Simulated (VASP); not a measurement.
# LiTlSe2 (P-4m2) in VASP: notebook

The runs below take LiTlSe2 through single point, with PBE, LDA.

All numbers are computed with VASP 6.6.1; they aren't measurements. Logs are shortened: lines on timing, memory, paths and dates and some standing lists are left out, and cuts for length are marked.

**1. The cell of the first run**

It takes space group P-4m2 (No. 115, tetragonal). The conventional cell has a = 4.264 Å, b = 4.264 Å, c = 5.980 Å, α = 90.00°, β = 90.00°, γ = 90.00°. Li (site symmetry -4m2) has 4 Se at 2.53 Å within 3.3 Å. Within 3.3 Å of Se (site symmetry 2mm) lie 2 Li at 2.53 Å and 2 Tl at 2.68 Å. Within 3.5 Å of Tl (site symmetry -4m2) lie 4 Se at 2.68 Å.

**2. Single point, PBE**

INCAR reads:

```
SYSTEM = LiTlSe2
ALGO = Normal
EDIFF = 1E-6
ENCUT = 520
GGA = PE
ISIF = 2
ISMEAR = 0
LASPH = .TRUE.
LCHARG = .TRUE.
LELF = .TRUE.
LREAL = .FALSE.
LVHAR = .TRUE.
LWAVE = .FALSE.
NBANDS = 22
NELM = 60
PREC = Accurate
SIGMA = 0.01
```

KPOINTS reads:

```
k-points
0
G
  4 4 2
  0 0 0
```

POSCAR reads:

```
LiTlSe2
1.0
    4.2639248008      0.0000000000      0.0000000000
    0.0000000000      4.2639248008      0.0000000000
    0.0000000000      0.0000000000      5.9802486638
Li Se Tl
1 2 1
Direct
    0.0000000000      0.0000000000      0.0000000000
    0.0000000000      0.5000000000      0.2292133975
    0.5000000000      0.0000000000      0.7707866025
    0.5000000000      0.5000000000      0.5000000000
```

Potentials or basis: VASP PAW PBE potentials, release 64 (Li_sv, Se, Tl_d).

Launch:

```sh
> cat potpaw_PBE.64/Li_sv/POTCAR potpaw_PBE.64/Se/POTCAR potpaw_PBE.64/Tl_d/POTCAR > POTCAR
> mpirun -np 1 vasp_std > vasp.out
```

OUTCAR:

```text
SYSTEM = LiTlSe2
   EDIFF = 1E-6
   ENCUT = 520
   GGA = PE
   ISIF = 2
   ISMEAR = 0
   LASPH = .TRUE.
   LREAL = .FALSE.
   NELM = 60
   PREC = Accurate

 ion  position               nearest neighbor table
   1  0.000  0.000  0.000-   2 2.53   3 2.53   2 2.53   3 2.53
   2  0.000  0.500  0.229-   1 2.53   1 2.53   4 2.68   4 2.68
   3  0.500  0.000  0.771-   1 2.53   1 2.53   4 2.68   4 2.68
   4  0.500  0.500  0.500-   2 2.68   3 2.68   3 2.68   2 2.68

  LATTYP: Found a simple tetragonal cell.
 ALAT       =     4.2639248008
 C/A-ratio  =     1.4025220761

  Lattice vectors:

 A1 = (   4.2639248008,   0.0000000000,   0.0000000000)
 A2 = (   0.0000000000,   4.2639248008,   0.0000000000)
 A3 = (   0.0000000000,   0.0000000000,   5.9802486638)

Analysis of symmetry for initial positions (statically):
=====================================================================
 Subroutine PRICEL returns:
 Original cell was already a primitive cell.

 Routine SETGRP: Setting up the symmetry group for a
 simple tetragonal supercell.

 Subroutine GETGRP returns: Found  8 space group operations
 (whereof  8 operations were pure point group operations)
 out of a pool of 16 trial point group operations.

The static configuration has the point symmetry D_2d.

Analysis of symmetry for dynamics (positions and initial velocities):
=====================================================================
 Subroutine PRICEL returns:
 Original cell was already a primitive cell.

 Routine SETGRP: Setting up the symmetry group for a
 simple tetragonal supercell.

 Subroutine GETGRP returns: Found  8 space group operations
 (whereof  8 operations were pure point group operations)
 out of a pool of 16 trial point group operations.

The dynamic configuration has the point symmetry D_2d.

 Subroutine INISYM returns: Found  8 space group operations
 (whereof  8 operations are pure point group operations),
 and found     1 'primitive' translations

----------------------------------------------------------------------------------------

                                     Primitive cell

  volume of cell :     108.7272

  direct lattice vectors                    reciprocal lattice vectors
     4.263924801  0.000000000  0.000000000     0.234525712  0.000000000  0.000000000
     0.000000000  4.263924801  0.000000000     0.000000000  0.234525712  0.000000000
[... 75 lines left out ...]
   NELM   =     60;   NELMIN=  2; NELMDL= -5     # of ELM steps
   EDIFF  = 0.1E-05   stopping-criterion for ELM
   LREAL  =      F    real-space projection
   EDIFFG = 0.1E-04   stopping-criterion for IOM
   NSW    =      0    number of steps for IOM
   IBRION =     -1    ionic relax: 0-MD 1-quasi-New 2-CG
   NFREE  =      0    steps in history (QN), initial steepest desc. (CG)
   ISIF   =      2    stress and relaxation
   ISYM   =      2    0-nonsym 1-usesym 2-fastsym
   POTIM  = 0.5000    time-step for ionic-motion
   TEBEG  =    0.0;   TEEND  =   0.0 temperature during run
   PSTRESS=    0.0 pullay stress
   NELECT =      28.0000    total number of electrons
   NUPDOWN=      -1.0000    fix difference up-down
   EMIN   =  10.00;   EMAX   =-10.00  energy-range for DOS
   EFERMI =   0.00;   METHOD = LEGACY
   ISMEAR =     0;   SIGMA  =   0.01  broadening in eV -4-tet -1-fermi 0-gaus
   EFERMI_NEDOS =   21; number of points for ismear=-14 and -15
   IALGO  =     38    algorithm
   IMIX   =      4    mixing-type and parameters
     AMIX     =   0.40;   BMIX     =  1.00
     AMIX_MAG =   1.60;   BMIX_MAG =  1.00
  volume/ion in A,a.u.               =      27.18       183.43
  Fermi-wavevector in a.u.,A,eV,Ry     =   1.041553  1.968250 14.760046  1.084833
  Thomas-Fermi vector in A             =   2.176179
   LORBIT       =      0    0 simple, 1 ext, 2 COOP (PROOUT), +10 PAW based schemes
   GGA     = PE    functional components
   LHFCALC =     F    Hartree Fock is set to
   AEXX    =    0.0000 exact exchange contribution
   IVDW    =     0    specifies the selected vdW correction
   LEPSILON=     F    determine dielectric tensor
   LRPA    =     F    only Hartree local field effects (RPA)
 non-spin polarized calculation
 Gauss-broadening in eV      SIGMA  =   0.01
  energy-cutoff  :      520.00
  volume of cell :      108.73
 maximum number of plane-waves:      2944
 NGX is ok and might be reduce to    32
   NGX = 15   NGY = 15   NGZ = 23

 number of electron      27.9999999 magnetization

 Free energy of the ion-electron system (eV)
  ---------------------------------------------------
  ext. energy  EPLUGINS =         0.00000000
  ---------------------------------------------------
  free energy    TOTEN  =       -13.56520335 eV

  energy without entropy =      -13.56520335  energy(sigma->0) =      -13.56520335

 E-fermi :   1.8077     XC(G=0):  -8.3654

 val. band max:        1.7458199142   @ k =   0.0000   0.0000   0.0000
 cond. band min:       2.1735854042   @ k =   0.0000   0.0000   0.0000
 fundamental gap:      0.4277654900
 Fermi energy:         1.8076950960

 k-point     1 :       0.0000    0.0000    0.0000
  band No.  band energies     occupation
      1     -42.7903      2.00000
      2     -10.6432      2.00000
      3     -10.3509      2.00000
      4      -9.0620      2.00000
      5      -9.0620      2.00000
      6      -8.9503      2.00000
[... 289 lines left out ...]
     21       9.5658      0.00000
     22      10.8570      0.00000

------------------------ aborting loop because EDIFF is reached ----------------------------------------

  FORCE on cell =-STRESS in cart. coord.  units (eV):
  Direction    XX          YY          ZZ          XY          YZ          ZX
  --------------------------------------------------------------------------------------
  -------------------------------------------------------------------------------------
  Total        0.9723133      0.9723133      0.9148130      0.0000000      0.0000000      0.0000000
  in kB       14.3277665     14.3277665     13.4804569      0.0000000      0.0000000      0.0000000
  external PRESSURE =      14.0453300 kB  Pullay stress =       0.0000000 kB

 VOLUME and BASIS-vectors are now :
 -----------------------------------------------------------------------------
  energy-cutoff  :      520.00
  volume of cell :      108.73
      direct lattice vectors                 reciprocal lattice vectors
     4.263924801  0.000000000  0.000000000     0.234525712  0.000000000  0.000000000
     0.000000000  4.263924801  0.000000000     0.000000000  0.234525712  0.000000000
     0.000000000  0.000000000  5.980248664     0.000000000  0.000000000  0.167217127

 POSITION                                       TOTAL-FORCE (eV/Angst)
 -----------------------------------------------------------------------------------
      0.00000      0.00000      0.00000        -0.000000      0.000000      0.000000
      0.00000      2.13196      1.37075        -0.000000      0.000000     -0.207617
      2.13196      0.00000      4.60950         0.000000      0.000000      0.207617
      2.13196      2.13196      2.99012        -0.000000     -0.000000      0.000000
 -----------------------------------------------------------------------------------
    total drift:                                0.000000      0.000000     -0.000000

  FREE ENERGIE OF THE ION-ELECTRON SYSTEM (eV)
  ---------------------------------------------------
  free  energy   TOTEN  =       -13.5652033535 eV

  energy  without entropy=      -13.5652033535  energy(sigma->0) =      -13.56520335
```

stdout:

```text
POSCAR found type information on POSCAR LiSeTl
 POSCAR found :  3 types and       4 ions
 scaLAPACK will be used
 LDA part: xc-table for (Slater+PW92), standard interpolation
 POSCAR, INCAR and KPOINTS ok, starting setup
 FFT: planning ... GRIDC
 FFT: planning ... GRID_SOFT
 FFT: planning ... GRID
 WAVECAR not read
 entering main loop
```

It took 15 s on 1 thread of AMD EPYC 9R45 (Zen 5), shared host; peak memory 0.19 GiB.

What came out:

| Property | Result |
| --- | --- |
| Free energy | -13.5652 eV |
| Largest force | 0.208 eV/Å |
| Band gap on the k mesh | 0.43 eV |

Forces on the atoms (eV/Å):
```
Li   0.000  0.000  0.000
Se   0.000  0.000 -0.208
Se   0.000  0.000  0.208
Tl   0.000  0.000  0.000
```

Caveat: the k points lie up to 0.53 Å⁻¹ apart; the cutoff is under 1.25 times the usual one of these potentials, so pressure, stress and relaxed cells hold a basis-set (Pulay) error; spin-orbit coupling is left out, which moves the levels of the heavy elements. A k mesh can miss the band edges.

**3. Single point, LDA**

INCAR reads:

```
PREC = Accurate
ENCUT = 520
EDIFF = 1E-7
ISMEAR = 0
SIGMA = 0.01
LREAL = False
LASPH = True
NELM = 100
ALGO = Normal
ISIF = 2
LWAVE = False
LCHARG = True
LELF = True
LVHAR = True
NBANDS = 22
```

KPOINTS reads:

```
regular mesh
0
Gamma
  4 4 2
```

POSCAR is that of step 2.

Potentials or basis: VASP PAW LDA potentials, release 64 (Li_sv, Se, Tl_d).

Launch:

```sh
> cat potpaw_LDA.64/Li_sv/POTCAR potpaw_LDA.64/Se/POTCAR potpaw_LDA.64/Tl_d/POTCAR > POTCAR
> mpirun -np 1 vasp_std > vasp.out
```

It took 13 s on 1 thread of AMD EPYC 9R45 (Zen 5), shared host; peak memory 0.16 GiB.

It converged, with:

- Free energy: -15.6089 eV
- Largest force: 0.025 eV/Å
- Band gap on the k mesh: 0.29 eV

Forces on the atoms (eV/Å):
```
Li   0.000  0.000  0.000
Se   0.000  0.000  0.025
Se   0.000  0.000 -0.025
Tl   0.000  0.000  0.000
```

Levels at points of the mesh, in eV from the valence-band top:
```
           k point  band 11  band 12  band 13  band 14  band 15  band 16  band 17  band 18
(0.00, 0.00, 0.00)    -1.72    -0.25     0.00     0.00     0.29     3.05     4.96     5.63
(0.50, 0.00, 0.00)    -2.17    -1.70    -1.00    -0.46     2.09     5.21     5.33     6.06
(0.50, 0.50, 0.00)    -2.02    -1.74    -1.74    -1.10     1.49     3.03     3.03     6.32
(0.00, 0.00, 0.50)    -1.23    -1.23    -0.72    -0.72     1.98     3.15     4.76     6.55
(0.50, 0.00, 0.50)    -0.93    -0.90    -0.54    -0.45     0.62     4.65     5.51     5.99
(0.50, 0.50, 0.50)    -2.09    -2.09    -1.72    -1.51     3.01     5.04     5.04     6.70
```

Caveat: the k points lie up to 0.53 Å⁻¹ apart; the cutoff is under 1.25 times the usual one of these potentials, so pressure, stress and relaxed cells hold a basis-set (Pulay) error; spin-orbit coupling is left out, which moves the levels of the heavy elements. A k mesh can miss the band edges.
